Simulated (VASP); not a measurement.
A run of VASP 6.6.1 is set up as follows.

File INCAR:

```
ALGO     = Normal         # electronic algorithm
EDIFF    = 1E-6           # SCF threshold, eV
ENCUT    = 600            # plane-wave cutoff, eV
GGA      = PE             # functional
GGA_COMPAT= F            
ISIF     = 2              # what is computed and relaxed
ISMEAR   = 0              # smearing method
LASPH    = T              # aspherical terms in the spheres
LCHARG   = F              # write CHGCAR
LMAXMIX  = 6              # l up to which the mixer works
LREAL    = F              # projectors in reciprocal space
LWAVE    = F              # write WAVECAR
NBANDS   = 32             # bands
NELM     = 200            # most SCF steps
PREC     = Accurate       # precision mode
SIGMA    = 0.1            # smearing width, eV
```

Contents of KPOINTS:

```
k-points
0
Gamma
  8 8 8
```

The input POSCAR:

```
Sm3F2
1.0
    5.3705150206      0.0000000000      0.0000000000
    0.0000000000      5.3705150206      0.0000000000
    0.0000000000      0.0000000000      4.8913067216
Sm F
3 2
Direct
    0.5000000000      0.0000000000      0.5000000000
    0.0000000000      0.5000000000      0.5000000000
    0.5000000000      0.5000000000      0.5000000000
    0.0000000000      0.0000000000      0.2644575008
    0.0000000000      0.0000000000      0.7355424992
```

Potentials or basis: VASP PAW PBE potentials, release 64 (Sm_3, F), 4f in core.

Run with:

```sh
$ cat potpaw_PBE.64/Sm_3/POTCAR potpaw_PBE.64/F/POTCAR > POTCAR
$ mpirun -np 1 vasp_std > vasp.out
```

Problem. Predict the pressure.

Solution. 0.5 GPa.

Problem. Estimate the largest force.

Solution. 0.010 eV/Å.

Problem. Predict the band gap on the k mesh.

Solution. Zero (an odd number of electrons rules out a gap without spin polarisation).

Forces on the atoms (eV/Å):
```
Sm   0.000  0.000  0.000
Sm   0.000  0.000  0.000
Sm   0.000  0.000  0.000
F    0.000  0.000  0.010
F    0.000  0.000 -0.010
```

Caveat: spin-orbit coupling is left out, which moves the levels of the heavy elements; the 4f electrons are frozen in the core, so they carry no moment and show no levels; an odd number of electrons without spin polarisation forces a metal; a magnetic or distorted state may lie lower; the run has no spin polarisation, though such a crystal can be magnetic. Spin polarisation is off, so any magnetic state and its effect on volume and gap are missing.
